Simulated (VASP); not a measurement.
# WSe2 in VASP: single point with LDA

Aim: the single point of WSe2 with LDA.

All numbers are computed with VASP 6.6.1; they aren't measurements. Logs are shortened: lines on timing, memory, paths and dates and some standing lists are left out, and cuts for length are marked.

## Step 1: The cell of the first run

The cell holds a slab with vacuum, 6 atoms: a = 3.249 Å, b = 3.249 Å, c = 23.628 Å, α = 90.00°, β = 90.00°, γ = 120.00°.

## Step 2: Single point, LDA (atoms displaced along several vibrational modes)

File INCAR:

```
PREC     = Accurate       # precision mode
ENCUT    = 520            # plane-wave cutoff, eV
EDIFF    = 1E-6           # SCF threshold, eV
ISMEAR   = 0              # smearing method
SIGMA    = 0.05           # smearing width, eV
LREAL    = False          # projectors in reciprocal space
LASPH    = True           # aspherical terms in the spheres
NELM     = 80             # most SCF steps
ALGO     = Normal         # electronic algorithm
ISIF     = 2              # what is computed and relaxed
LWAVE    = False          # write WAVECAR
LCHARG   = False          # write CHGCAR
GGA      = CA             # functional
NBANDS   = 35             # bands
```

File KPOINTS:

```
Automatic mesh
0
Gamma
  9 9 2
```

File POSCAR:

```
WSe2
1.0
    3.2486079436      0.0000000000      0.0000000000
   -1.6243039718      2.8133770061      0.0000000000
    0.0000000000      0.0000000000     23.6283233151
W Se
2 4
Direct
    0.4688109733      0.3333333333      0.1354666708
    0.5155267148      0.6666666667      0.8645333292
    0.1671082888      0.6666666667      0.2058884835
    0.8458354629      0.3333333333      0.9351101390
    0.1721378258      0.6666666667      0.0648898610
    0.8513793945      0.3333333333      0.7941115165
```

Potentials or basis: VASP PAW LDA potentials, release 64 (W_sv, Se).

The run is started by

```console
> cat potpaw_LDA.64/W_sv/POTCAR potpaw_LDA.64/Se/POTCAR > POTCAR
> mpirun -np 1 vasp_std > vasp.out
```

OUTCAR:

```text
PREC = Accurate
   ENCUT = 520
   EDIFF = 1E-6
   ISMEAR = 0
   LREAL = False
   LASPH = True
   NELM = 80
   ISIF = 2
   GGA = CA

 ion  position               nearest neighbor table
   1  0.469  0.333  0.135-   5 2.43   3 2.44   3 2.51   5 2.51   3 2.58   5 2.59
   2  0.516  0.667  0.865-   6 2.50   4 2.50   6 2.51   4 2.51   6 2.51   4 2.52
   3  0.167  0.667  0.206-   1 2.44   1 2.51   1 2.58
   4  0.846  0.333  0.935-   2 2.50   2 2.51   2 2.52
   5  0.172  0.667  0.065-   1 2.43   1 2.51   1 2.59
   6  0.851  0.333  0.794-   2 2.50   2 2.51   2 2.51

  LATTYP: Found a hexagonal cell.
 ALAT       =     3.2486079436
 C/A-ratio  =     7.2733686937

  Lattice vectors:

 A1 = (   3.2486079436,   0.0000000000,   0.0000000000)
 A2 = (  -1.6243039718,   2.8133770061,   0.0000000000)
 A3 = (   0.0000000000,   0.0000000000,  23.6283233151)

Analysis of symmetry for initial positions (statically):
=====================================================================
 Subroutine PRICEL returns:
 Original cell was already a primitive cell.

 Routine SETGRP: Setting up the symmetry group for a
 hexagonal supercell.

 Subroutine GETGRP returns: Found  1 space group operations
 (whereof  1 operations were pure point group operations)
 out of a pool of 24 trial point group operations.

The static configuration has the point symmetry C_1 .

Analysis of symmetry for dynamics (positions and initial velocities):
=====================================================================
 Subroutine PRICEL returns:
 Original cell was already a primitive cell.

 Routine SETGRP: Setting up the symmetry group for a
 hexagonal supercell.

 Subroutine GETGRP returns: Found  1 space group operations
 (whereof  1 operations were pure point group operations)
 out of a pool of 24 trial point group operations.

The dynamic configuration has the point symmetry C_1 .

 Subroutine INISYM returns: Found  1 space group operations
 (whereof  1 operations are pure point group operations),
 and found     1 'primitive' translations

----------------------------------------------------------------------------------------

                                     Primitive cell

  volume of cell :     215.9525

  direct lattice vectors                    reciprocal lattice vectors
     3.248607944  0.000000000  0.000000000     0.307824156  0.177722360  0.000000000
    -1.624303972  2.813377006  0.000000000     0.000000000  0.355444719  0.000000000
     0.000000000  0.000000000 23.628323315     0.000000000  0.000000000  0.042322089

  length of vectors
     3.248607944  3.248607944 23.628323315     0.355444719  0.355444719  0.042322089

  position of ions in fractional coordinates (direct lattice)
     0.468810973  0.333333333  0.135466671
     0.515526715  0.666666667  0.864533329
     0.167108289  0.666666667  0.205888483
     0.845835463  0.333333333  0.935110139
     0.172137826  0.666666667  0.064889861
     0.851379395  0.333333333  0.794111517

  ion indices of the primitive-cell ions
   primitive index   ion index
                 1           1
                 2           2
                 3           3
                 4           4
                 5           5
                 6           6

----------------------------------------------------------------------------------------

 KPOINTS: Automatic mesh

Automatic generation of k-mesh.
 Grid dimensions read from file:
 generate k-points for:    9    9    2

 Generating k-lattice:

  Cartesian coordinates                     Fractional coordinates (reciprocal lattice)
     0.034202684  0.019746929  0.000000000     0.111111111 -0.000000000  0.000000000
     0.000000000  0.039493858  0.000000000     0.000000000  0.111111111  0.000000000
     0.000000000  0.000000000  0.021161044     0.000000000  0.000000000  0.500000000

  Length of vectors
     0.039493858  0.039493858  0.021161044

  Shift w.r.t. Gamma in fractional coordinates (k-lattice)
     0.000000000  0.000000000  0.000000000

 Subroutine IBZKPT returns following result:
 ===========================================

 Found     82 irreducible k-points:

 Following reciprocal coordinates:
            Coordinates               Weight
  0.000000  0.000000  0.000000      1.000000
  0.111111  0.000000  0.000000      2.000000
  0.000000  0.111111  0.000000      2.000000
 -0.111111  0.111111  0.000000      2.000000
  0.222222  0.000000  0.000000      2.000000
  0.000000  0.222222  0.000000      2.000000
[... 16 lines left out ...]
  0.333333  0.111111  0.000000      2.000000
 -0.111111  0.444444  0.000000      2.000000
 [... further k-points ...]
   k-points           NKPTS =     82   k-points in BZ     NKDIM =     82   number of bands    NBANDS=     35
   number of dos      NEDOS =    301   number of ions     NIONS =      6
   total plane-waves  NPLWV = 103680
   dimension x,y,z NGX =    24 NGY =   24 NGZ =  180
   dimension x,y,z NGXF=    48 NGYF=   48 NGZF=  360
   ions per type =               2   4
   NGX,Y,Z   is equivalent  to a cutoff of  12.28, 12.28, 12.66 a.u.
   NGXF,Y,Z  is equivalent  to a cutoff of  24.56, 24.56, 25.33 a.u.
 SYSTEM =  unknown system
   PREC   = accura    normal or accurate (medium, high low for compatibility)
   ISTART =      0    job   : 0-new  1-cont  2-samecut
   ICHARG =      2    charge: 1-file 2-atom 10-const
   ISPIN  =      1    spin polarized calculation?
   LNONCOLLINEAR =      F non collinear calculations
   LSORBIT =      F    spin-orbit coupling
   LASPH  =      T    aspherical Exc in radial PAW
   ENCUT  =  520.0 eV  38.22 Ry    6.18 a.u.   6.04  6.04 43.93*2*pi/ulx,y,z
   NELM   =     80;   NELMIN=  2; NELMDL= -5     # of ELM steps
   EDIFF  = 0.1E-05   stopping-criterion for ELM
   LREAL  =      F    real-space projection
   EDIFFG = 0.1E-04   stopping-criterion for IOM
   NSW    =      0    number of steps for IOM
   IBRION =     -1    ionic relax: 0-MD 1-quasi-New 2-CG
   NFREE  =      0    steps in history (QN), initial steepest desc. (CG)
   ISIF   =      2    stress and relaxation
   ISYM   =      2    0-nonsym 1-usesym 2-fastsym
   POTIM  = 0.5000    time-step for ionic-motion
   TEBEG  =    0.0;   TEEND  =   0.0 temperature during run
   PSTRESS=    0.0 pullay stress
   NELECT =      52.0000    total number of electrons
   NUPDOWN=      -1.0000    fix difference up-down
   EMIN   =  10.00;   EMAX   =-10.00  energy-range for DOS
   EFERMI =   0.00;   METHOD = LEGACY
   ISMEAR =     0;   SIGMA  =   0.05  broadening in eV -4-tet -1-fermi 0-gaus
   EFERMI_NEDOS =   21; number of points for ismear=-14 and -15
   IALGO  =     38    algorithm
   IMIX   =      4    mixing-type and parameters
     AMIX     =   0.40;   BMIX     =  1.00
     AMIX_MAG =   1.60;   BMIX_MAG =  1.00
  volume/ion in A,a.u.               =      35.99       242.89
  Fermi-wavevector in a.u.,A,eV,Ry     =   1.018490  1.924666 14.113608  1.037321
  Thomas-Fermi vector in A             =   2.151950
   LORBIT       =      0    0 simple, 1 ext, 2 COOP (PROOUT), +10 PAW based schemes
   GGA     = CA    functional components
   LHFCALC =     F    Hartree Fock is set to
   AEXX    =    0.0000 exact exchange contribution
   IVDW    =     0    specifies the selected vdW correction
   LEPSILON=     F    determine dielectric tensor
   LRPA    =     F    only Hartree local field effects (RPA)
 non-spin polarized calculation
 Gauss-broadening in eV      SIGMA  =   0.05
  energy-cutoff  :      520.00
  volume of cell :      215.95
 maximum number of plane-waves:      5916
   NGX = 13   NGY = 13   NGZ = 87

 number of electron      51.9999996 magnetization

 Free energy of the ion-electron system (eV)
  ---------------------------------------------------
  ext. energy  EPLUGINS =         0.00000000
  ---------------------------------------------------
  free energy    TOTEN  =       -48.15578657 eV

  energy without entropy =      -48.15578657  energy(sigma->0) =      -48.15578657

 E-fermi :   1.4035     XC(G=0):  -6.5300

 val. band max:        1.1929416590   @ k =   0.0000   0.0000   0.0000
 cond. band min:       2.4429607632   @ k =   0.2222   0.1111   0.0000
 fundamental gap:      1.2500191041
 Fermi energy:         1.4034657699

 k-point     1 :       0.0000    0.0000    0.0000
  band No.  band energies     occupation
      1     -72.4971      2.00000
      2     -72.4964      2.00000
      3     -37.0611      2.00000
      4     -37.0500      2.00000
      5     -36.8877      2.00000
      6     -36.8686      2.00000
[... 27 lines left out ...]
     34       4.6438      0.00000
     35       5.5979      0.00000

 k-point     2 :       0.1111    0.0000    0.0000
  band No.  band energies     occupation
      1     -72.4956      2.00000
      2     -72.4948      2.00000
      3     -37.0550      2.00000
      4     -37.0437      2.00000
      5     -36.9008      2.00000
      6     -36.8990      2.00000
[... 27 lines left out ...]
     34       4.8522      0.00000
     35       6.0186      0.00000

 k-point     3 :       0.0000    0.1111    0.0000
  band No.  band energies     occupation
      1     -72.4956      2.00000
      2     -72.4948      2.00000
      3     -37.0547      2.00000
      4     -37.0437      2.00000
      5     -36.9128      2.00000
      6     -36.9003      2.00000
[... 27 lines left out ...]
     34       4.6956      0.00000
     35       6.0263      0.00000
[... 723 lines left out ...]
 k-point    23 :       0.3333    0.1111    0.0000
  band No.  band energies     occupation
      1     -72.4853      2.00000
      2     -72.4844      2.00000
      3     -37.1049      2.00000
      4     -37.0854      2.00000
      5     -37.0129      2.00000
      6     -37.0000      2.00000
[... 27 lines left out ...]
     34       5.4359      0.00000
     35       6.6343      0.00000

 k-point    24 :      -0.1111    0.4444    0.0000
  band No.  band energies     occupation
      1     -72.4851      2.00000
      2     -72.4844      2.00000
      3     -37.1171      2.00000
      4     -37.1048      2.00000
      5     -37.0101      2.00000
      6     -36.9997      2.00000
[... 27 lines left out ...]
     34       5.9124      0.00000
     35       6.6179      0.00000

 [... further k-points ...]

------------------------ aborting loop because EDIFF is reached ----------------------------------------

  FORCE on cell =-STRESS in cart. coord.  units (eV):
  Direction    XX          YY          ZZ          XY          YZ          ZX
  --------------------------------------------------------------------------------------
  -------------------------------------------------------------------------------------
  Total        0.6768858      0.9654501      2.0464690     -0.8601338      0.4508421      0.8799830
  in kB        5.0218978      7.1627909     15.1830006     -6.3814368      3.3448520      6.5286999
  external PRESSURE =       9.1225631 kB  Pullay stress =       0.0000000 kB

 VOLUME and BASIS-vectors are now :
 -----------------------------------------------------------------------------
  energy-cutoff  :      520.00
  volume of cell :      215.95
      direct lattice vectors                 reciprocal lattice vectors
     3.248607944  0.000000000  0.000000000     0.307824156  0.177722360  0.000000000
    -1.624303972  2.813377006  0.000000000     0.000000000  0.355444719  0.000000000
     0.000000000  0.000000000 23.628323315     0.000000000  0.000000000  0.042322089

 POSITION                                       TOTAL-FORCE (eV/Angst)
 -----------------------------------------------------------------------------------
      0.98155      0.93779      3.20085         2.202875     -0.046831      0.051130
      0.59187      1.87558     20.42747        -0.059431     -0.030881     -0.017932
     -0.54000      1.87558      4.86480        -1.020034      0.026328      0.242362
      2.20635      0.93779     22.09508         0.031379     -0.092952     -0.117389
     -0.52366      1.87558      1.53324        -1.089078      0.146063     -0.043516
      2.22436      0.93779     18.76352        -0.065711     -0.001727     -0.114656
 -----------------------------------------------------------------------------------
    total drift:                                0.000116     -0.000002      0.000058

  FREE ENERGIE OF THE ION-ELECTRON SYSTEM (eV)
  ---------------------------------------------------
  free  energy   TOTEN  =       -48.1557865688 eV

  energy  without entropy=      -48.1557865688  energy(sigma->0) =      -48.15578657
```

It took 11 min on 1 thread of Intel Xeon Platinum 8488C (Sapphire Rapids), shared host; peak memory 0.61 GiB.

What came out:

```yaml
Free_energy: -48.1558 eV
Largest_force: 2.204 eV/Å
Band_gap_on_the_k_mesh: 1.25 eV (least direct gap 1.71 eV)
```

Forces on the atoms (eV/Å):
```
W    2.203 -0.047  0.051
W   -0.059 -0.031 -0.018
Se  -1.020  0.026  0.242
Se   0.031 -0.093 -0.117
Se  -1.089  0.146 -0.044
Se  -0.066 -0.002 -0.115
```

Caveat: the cell differs from its parent crystal (atoms displaced along several vibrational modes); there is no dipole correction, which matters where the two faces differ; spin-orbit coupling is left out, which moves the levels of the heavy elements.
